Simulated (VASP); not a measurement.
# BeTe (F-43m) in VASP: further runs

BeTe is run at these levels: LDA; tasks: single point.

Everything below comes from runs of VASP 6.6.1. Logs are shortened: lines on timing, memory, paths and dates and some standing lists are left out, and cuts for length are marked.

### 1 The cell of the first run

Symmetry: F-43m, No. 216, cubic system. The conventional cell has a = 5.452 Å, b = 5.452 Å, c = 5.452 Å, α = 90.00°, β = 90.00°, γ = 90.00°. Be (site symmetry -43m) has 4 Te at 2.36 Å within 3.1 Å. Within 3.1 Å of Te (site symmetry -43m) lie 4 Be at 2.36 Å.

### 2 Single point, LDA

The input, INCAR:

```
PREC = Accurate
ENCUT = 520
EDIFF = 1E-6
ISMEAR = 0
SIGMA = 0.01
LREAL = F
LASPH = T
NELM = 100
ALGO = Normal
ISIF = 2
LWAVE = F
LCHARG = T
GGA = CA
LELF = T
LVHAR = T
NBANDS = 11
```

The input, KPOINTS:

```
regular mesh
0
Gamma
  8 8 8
```

The input, POSCAR:

```
BeTe
1.0
    2.7259429486      2.7259429486      0.0000000000
   -2.7259429486      2.7259429486      0.0000000000
    0.0000000000      2.7259429486      2.7259429486
Be Te
1 1
Direct
    0.0000000000      0.0000000000      0.0000000000
    0.7500000000      0.2500000000      0.5000000000
```

Potentials or basis: VASP PAW LDA potentials, release 64 (Be, Te).

Run with:

```
$ cat potpaw_LDA.64/Be/POTCAR potpaw_LDA.64/Te/POTCAR > POTCAR
$ mpirun -np 1 vasp_std > vasp.out
```

OUTCAR:

```text
PREC = Accurate
   ENCUT = 520
   EDIFF = 1E-6
   ISMEAR = 0
   LREAL = F
   LASPH = T
   NELM = 100
   ISIF = 2
   GGA = CA

 ion  position               nearest neighbor table
   1  0.000  0.000  0.000-   2 2.36   2 2.36   2 2.36   2 2.36
   2  0.750  0.250  0.500-   1 2.36   1 2.36   1 2.36   1 2.36

  LATTYP: Found a face centered cubic cell.
 ALAT       =     5.4518858972

  Lattice vectors:

 A1 = (   0.0000000000,   2.7259429486,   2.7259429486)
 A2 = (   2.7259429486,   0.0000000000,   2.7259429486)
 A3 = (   2.7259429486,   2.7259429486,   0.0000000000)

Analysis of symmetry for initial positions (statically):
=====================================================================
 Subroutine PRICEL returns:
 Original cell was already a primitive cell.

 Routine SETGRP: Setting up the symmetry group for a
 face centered cubic supercell.

 Subroutine GETGRP returns: Found 24 space group operations
 (whereof 24 operations were pure point group operations)
 out of a pool of 48 trial point group operations.

The static configuration has the point symmetry T_d .

Analysis of symmetry for dynamics (positions and initial velocities):
=====================================================================
 Subroutine PRICEL returns:
 Original cell was already a primitive cell.

 Routine SETGRP: Setting up the symmetry group for a
 face centered cubic supercell.

 Subroutine GETGRP returns: Found 24 space group operations
 (whereof 24 operations were pure point group operations)
 out of a pool of 48 trial point group operations.

The dynamic configuration has the point symmetry T_d .

 Subroutine INISYM returns: Found 24 space group operations
 (whereof 24 operations are pure point group operations),
 and found     1 'primitive' translations

----------------------------------------------------------------------------------------

                                     Primitive cell

  volume of cell :      40.5117

  direct lattice vectors                    reciprocal lattice vectors
     2.725942949  2.725942949  0.000000000     0.183422768  0.183422768 -0.183422768
    -2.725942949  2.725942949  0.000000000    -0.183422768  0.183422768 -0.183422768
     0.000000000  2.725942949  2.725942949     0.000000000  0.000000000  0.366845535

  length of vectors
     3.855065488  3.855065488  3.855065488     0.317697553  0.317697553  0.366845535

  position of ions in fractional coordinates (direct lattice)
     0.000000000  0.000000000  0.000000000
     0.750000000  0.250000000  0.500000000

  ion indices of the primitive-cell ions
   primitive index   ion index
                 1           1
                 2           2
[... 78 lines left out ...]
   ISIF   =      2    stress and relaxation
   ISYM   =      2    0-nonsym 1-usesym 2-fastsym
   POTIM  = 0.5000    time-step for ionic-motion
   TEBEG  =    0.0;   TEEND  =   0.0 temperature during run
   PSTRESS=    0.0 pullay stress
   NELECT =       8.0000    total number of electrons
   NUPDOWN=      -1.0000    fix difference up-down
   EMIN   =  10.00;   EMAX   =-10.00  energy-range for DOS
   EFERMI =   0.00;   METHOD = LEGACY
   ISMEAR =     0;   SIGMA  =   0.01  broadening in eV -4-tet -1-fermi 0-gaus
   EFERMI_NEDOS =   21; number of points for ismear=-14 and -15
   IALGO  =     38    algorithm
   IMIX   =      4    mixing-type and parameters
     AMIX     =   0.40;   BMIX     =  1.00
     AMIX_MAG =   1.60;   BMIX_MAG =  1.00
  volume/ion in A,a.u.               =      20.26       136.69
  Fermi-wavevector in a.u.,A,eV,Ry     =   0.953333  1.801539 12.365577  0.908844
  Thomas-Fermi vector in A             =   2.081979
   LORBIT       =      0    0 simple, 1 ext, 2 COOP (PROOUT), +10 PAW based schemes
   GGA     = CA    functional components
   LHFCALC =     F    Hartree Fock is set to
   AEXX    =    0.0000 exact exchange contribution
   IVDW    =     0    specifies the selected vdW correction
   LEPSILON=     F    determine dielectric tensor
   LRPA    =     F    only Hartree local field effects (RPA)
 non-spin polarized calculation
 Gauss-broadening in eV      SIGMA  =   0.01
  energy-cutoff  :      520.00
  volume of cell :       40.51
 maximum number of plane-waves:      1106
 NGX is ok and might be reduce to    30
   NGX = 15   NGY = 15   NGZ = 15

 number of electron       8.0000000 magnetization

 Free energy of the ion-electron system (eV)
  ---------------------------------------------------
  ext. energy  EPLUGINS =         0.00000000
  ---------------------------------------------------
  free energy    TOTEN  =        -8.69426028 eV

  energy without entropy =       -8.69426028  energy(sigma->0) =       -8.69426028

 E-fermi :   6.2032     XC(G=0):  -9.6519

 val. band max:        6.0948575328   @ k =   0.0000   0.0000   0.0000
 cond. band min:       7.7203839624   @ k =   0.5000   0.5000   0.0000
 fundamental gap:      1.6255264296
 Fermi energy:         6.2032033163

 k-point     1 :       0.0000    0.0000    0.0000
  band No.  band energies     occupation
      1      -6.9038      2.00000
      2       6.0949      2.00000
      3       6.0949      2.00000
      4       6.0949      2.00000
      5       9.5877      0.00000
      6       9.5877      0.00000
      7       9.5877      0.00000
      8      10.5586      0.00000
      9      14.4239      0.00000
     10      16.5339      0.00000
     11      16.5339      0.00000
[... 309 lines left out ...]
 k-point    24 :       0.5000    0.2500    0.1250
  band No.  band energies     occupation
      1      -5.0297      2.00000
      2       0.3912      2.00000
      3       2.8435      2.00000
      4       3.8860      2.00000
      5      10.1704      0.00000
      6      10.5774      0.00000
      7      13.0190      0.00000
      8      14.0815      0.00000
      9      14.6848      0.00000
     10      17.8114      0.00000
     11      18.2581      0.00000

 [... further k-points ...]
[... 5 lines left out ...]
  --------------------------------------------------------------------------------------
  -------------------------------------------------------------------------------------
  Total        1.0963877      1.0963877      1.0963877      0.0000000      0.0000000      0.0000000
  in kB       43.3605179     43.3605179     43.3605179      0.0000000      0.0000000      0.0000000
  external PRESSURE =      43.3605179 kB  Pullay stress =       0.0000000 kB

 VOLUME and BASIS-vectors are now :
 -----------------------------------------------------------------------------
  energy-cutoff  :      520.00
  volume of cell :       40.51
      direct lattice vectors                 reciprocal lattice vectors
     2.725942949  2.725942949  0.000000000     0.183422768  0.183422768 -0.183422768
    -2.725942949  2.725942949  0.000000000    -0.183422768  0.183422768 -0.183422768
     0.000000000  2.725942949  2.725942949     0.000000000  0.000000000  0.366845535

 POSITION                                       TOTAL-FORCE (eV/Angst)
 -----------------------------------------------------------------------------------
      0.00000      0.00000      0.00000         0.000000      0.000000      0.000000
      1.36297      4.08891      1.36297        -0.000000     -0.000000      0.000000
 -----------------------------------------------------------------------------------
    total drift:                               -0.000000      0.000000      0.000000

  FREE ENERGIE OF THE ION-ELECTRON SYSTEM (eV)
  ---------------------------------------------------
  free  energy   TOTEN  =        -8.6942602802 eV

  energy  without entropy=       -8.6942602802  energy(sigma->0) =       -8.69426028
```

OSZICAR:

```text
N       E                     dE             d eps       ncg     rms          rms(c)
DAV:   1     0.191659338538E+02    0.19166E+02   -0.33832E+03   638   0.600E+02
DAV:   2    -0.780150807295E+01   -0.26967E+02   -0.25930E+02   809   0.919E+01
DAV:   3    -0.895843156627E+01   -0.11569E+01   -0.11552E+01   808   0.199E+01
DAV:   4    -0.897026704450E+01   -0.11835E-01   -0.11834E-01   731   0.236E+00
DAV:   5    -0.897049843348E+01   -0.23139E-03   -0.23139E-03   807   0.321E-01    0.490E+00
DAV:   6    -0.876017445242E+01    0.21032E+00   -0.24599E-01   719   0.183E+00    0.283E+00
DAV:   7    -0.869533390228E+01    0.64841E-01   -0.16941E-01   746   0.170E+00    0.548E-01
DAV:   8    -0.869419259582E+01    0.11413E-02   -0.79534E-03   700   0.497E-01    0.130E-01
DAV:   9    -0.869425281771E+01   -0.60222E-04   -0.25314E-04   794   0.101E-01    0.585E-02
DAV:  10    -0.869426099598E+01   -0.81783E-05   -0.24445E-05   689   0.245E-02    0.215E-02
DAV:  11    -0.869426028021E+01    0.71578E-06   -0.18530E-06   731   0.699E-03
   1 F= -.86942603E+01 E0= -.86942603E+01  d E =-.345341E-55
```

stdout:

```text
POSCAR found type information on POSCAR BeTe
 POSCAR found :  2 types and       2 ions
 scaLAPACK will be used
 LDA part: xc-table for (Slater(with rela. corr.)+CA(PZ))
 , standard interpolation
 POSCAR, INCAR and KPOINTS ok, starting setup
 FFT: planning ... GRIDC
 FFT: planning ... GRID_SOFT
 FFT: planning ... GRID
 WAVECAR not read
 entering main loop
```

Wall time 9.4 s (1 thread of Intel Xeon 6975P-C (Granite Rapids), shared host); peak memory 0.15 GiB.

Results:

```
Free energy            : -8.6943 eV
Pressure               : 4.3 GPa
Band gap on the k mesh : 1.63 eV, indirect (least direct gap 3.49 eV)
```

Caveat: spin-orbit coupling is left out, which moves the levels of the heavy elements.

### 3 Single point, LDA

This run uses another cell than the first one, of 21.42 Å³/atom, 1.058 times its volume.

The input, INCAR:

```
SYSTEM = BeTe
  ALGO = Normal
  EDIFF = 1E-6
  ENCUT = 520
  ISIF = 2
  ISMEAR = 0
  LASPH = .TRUE.
  LCHARG = .TRUE.
  LELF = .TRUE.
  LREAL = .FALSE.
  LVHAR = .TRUE.
  LWAVE = .FALSE.
  NBANDS = 11
  NELM = 80
  PREC = Accurate
  SIGMA = 0.01
```

The input, KPOINTS:

```
k-points
0
G
  8 8 8
  0 0 0
```

The input, POSCAR:

```
BeTe
1.0
    2.7772249638      2.7772249638      0.0000000000
   -2.7772249638      2.7772249638      0.0000000000
    0.0000000000      2.7772249638      2.7772249638
Be Te
1 1
Direct
    0.0000000000      0.0000000000      0.0000000000
    0.7500000000      0.2500000000      0.5000000000
```

Potentials or basis: VASP PAW LDA potentials, release 64 (Be, Te).

Run with:

```
$ cat potpaw_LDA.64/Be/POTCAR potpaw_LDA.64/Te/POTCAR > POTCAR
$ mpirun -np 1 vasp_std > vasp.out
```

It took 7.2 s on 1 thread of Intel Xeon 6975P-C (Granite Rapids), shared host; peak memory 0.15 GiB.

It converged, with:

- Free energy: -8.7265 eV
- Pressure: 0.3 GPa
- Band gap on the k mesh: 1.77 eV, indirect (least direct gap 3.55 eV)

Levels at points of the mesh, in eV from the valence-band top:
| k point | band 1 | band 2 | band 3 | band 4 | band 5 | band 6 | band 7 | band 8 |
| --- | --- | --- | --- | --- | --- | --- | --- | --- |
| (0.00, 0.00, 0.00) | -12.60 | 0.00 | 0.00 | 0.00 | 3.55 | 3.55 | 3.55 | 4.03 |
| (0.50, 0.00, 0.00) | -11.16 | -5.80 | -1.20 | -1.20 | 3.17 | 4.54 | 4.54 | 7.63 |
| (0.50, 0.50, 0.00) | -10.64 | -5.30 | -2.80 | -2.80 | 1.77 | 2.59 | 9.86 | 9.86 |

Caveat: spin-orbit coupling is left out, which moves the levels of the heavy elements. A k mesh can miss the band edges.
